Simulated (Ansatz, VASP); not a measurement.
## VTe4Mo in VASP and in Ansatz

```
CELL_PARAMETERS angstrom
3.57948 0.00000 0.00000
-1.78974 3.09992 0.00000
0.00000 0.00000 15.06343
ATOMIC_POSITIONS crystal
V 0.66667 0.33333 0.50000
Te 0.33333 0.66667 0.38327
Te 0.66667 0.33333 0.88052
Te 0.33333 0.66667 0.61673
Te 0.66667 0.33333 0.11948
Mo 0.33333 0.66667 0.00000
```

Alike in both runs: task single point; functional PBE; k mesh 6 × 6 × 1; occupations gaussian, width 0.1 eV; collinear spin.

|  | VASP | Ansatz |
| --- | --- | --- |
| version | VASP 6.6.1 | Ansatz 0.2.0 |
| potentials or method | VASP PAW PBE potentials, release 64 (V_sv, Te, Mo_sv), cutoff 520 eV | scalar-relativistic, plane waves, PAW |
| valence electrons in the cell | 51 | 91 |

```csv
,VASP,Ansatz,Ansatz less VASP
gap on the k mesh at the Fermi level (eV),0.14,0.14,-0.002
least direct gap on the mesh (eV),0.44,0.45,+0.003
pressure (GPa),0.1,0.1,-0.03
"traceless stress, the component that is largest in VASP (GPa)",0.11,0.05,-0.060
rms of the force components (eV/Å),0.007,0.009,+0.0025
net moment per atom (μB),0.16,0.16,0.000
size of the moment on the site where the two differ most (μB),1.01,0.99,-0.025
```

Site moments also hang on the region over which each program counts them. Atom by atom the forces differ by 0.006 eV/Å (rms over components). VASP's potentials hold 51 valence electrons a cell and Ansatz's 91, so a difference there can come from the potentials and not from the codes.

Spin-orbit coupling is off throughout.
